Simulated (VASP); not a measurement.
Input of a VASP 6.6.1 run:

Contents of INCAR:

```
SYSTEM = TiRh3
ALGO = Normal ; EDIFF = 1E-8
ENCUT = 520 ; GGA = CA
ISIF = 2 ; ISMEAR = -1
LASPH = .True. ; LCHARG = .False.
LEFG = .True. ; LREAL = .False.
LWAVE = .False. ; NBANDS = 36
NELM = 60 ; PREC = Accurate
SIGMA = 0.03
```

The input KPOINTS:

```
k-points
0
Gamma
  10 10 10
  0 0 0
```

The input POSCAR:

```
TiRh3
1.0
    3.7703450192      0.0000000000      0.0000000000
    0.0000000000      3.7703450192      0.0000000000
    0.0000000000      0.0000000000      3.7703450192
Ti Rh
1 3
Direct
    0.0000000000      0.0000000000      0.0000000000
    0.0000000000      0.5000000000      0.5000000000
    0.5000000000      0.0000000000      0.5000000000
    0.5000000000      0.5000000000      0.0000000000
```

Potentials or basis: VASP PAW LDA potentials, release 64 (Ti_sv, Rh_pv).

Run with:

```bash
$ cat potpaw_LDA.64/Ti_sv/POTCAR potpaw_LDA.64/Rh_pv/POTCAR > POTCAR
$ mpirun -np 1 vasp_std > vasp.out
```

Q: What does it give for the pressure?

A: 0.8 GPa.

Q: Estimate the band gap on the k mesh.

A: Zero (an odd number of electrons rules out a gap without spin polarisation).

Electric field gradients, principal values (V/Å²):
| atom | least | middle | greatest (by size) |
| --- | --- | --- | --- |
| 1 Ti | 0.000 | 0.000 | 0.000 |
| 2 Rh | 18.523 | 18.523 | -37.047 |
| 3 Rh | 18.523 | 18.523 | -37.047 |
| 4 Rh | 18.523 | 18.523 | -37.047 |

Caveat: without QUAD_EFG the Cq values of the log hold for a quadrupole moment of 1 mb, not for the nuclei.
